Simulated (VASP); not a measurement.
Here is a VASP 6.6.1 calculation.

The input INCAR:

```
  ALGO = Normal
  EDIFF = 1E-8
  ENCUT = 520
  GGA = PE
  ISIF = 2
  ISMEAR = -1
  LASPH = T
  LCHARG = F
  LEFG = T
  LREAL = F
  LWAVE = F
  NBANDS = 50
  NELM = 80
  PREC = Accurate
  SIGMA = 0.05
```

File KPOINTS:

```
k-points
0
Gamma
  5 5 6
```

Contents of POSCAR:

```
PbO
1.0
    5.8760000000      0.0000000000      0.0000000000
    0.0000000000      5.4760000000      0.0000000000
    0.0000000000      0.0000000000      4.7430000000
Pb O
4 4
Direct
    0.7690000000      0.5140000000      0.2500000000
    0.2310000000      0.4860000000      0.7500000000
    0.7690000000      0.9860000000      0.7500000000
    0.2310000000      0.0140000000      0.2500000000
    0.1320000000      0.5820000000      0.2500000000
    0.8680000000      0.4180000000      0.7500000000
    0.1320000000      0.9180000000      0.7500000000
    0.8680000000      0.0820000000      0.2500000000
```

Potentials or basis: VASP PAW PBE potentials, release 64 (Pb_d, O).

Run with:

```console
$ cat potpaw_PBE.64/Pb_d/POTCAR potpaw_PBE.64/O/POTCAR > POTCAR
$ mpirun -np 1 vasp_std > vasp.out
```

**Question.** Estimate the largest force.

**Answer.** 0.947 eV/Å.

**Question.** Predict the pressure.

**Answer.** 2.4 GPa.

**Question.** Predict the band gap on the k mesh.

**Answer.** 1.97 eV, indirect (least direct gap 2.15 eV).

Forces on the atoms (eV/Å):
```
Pb  -0.344 -0.882  0.000
Pb   0.344  0.882  0.000
Pb  -0.344  0.882  0.000
Pb   0.344 -0.882  0.000
O    0.820  0.314  0.000
O   -0.820 -0.314  0.000
O    0.820 -0.314  0.000
O   -0.820  0.314  0.000
```

Caveat: without QUAD_EFG the Cq values of the log hold for a quadrupole moment of 1 mb, not for the nuclei; spin-orbit coupling is left out, which moves the levels of the heavy elements. A k mesh can miss the band edges.
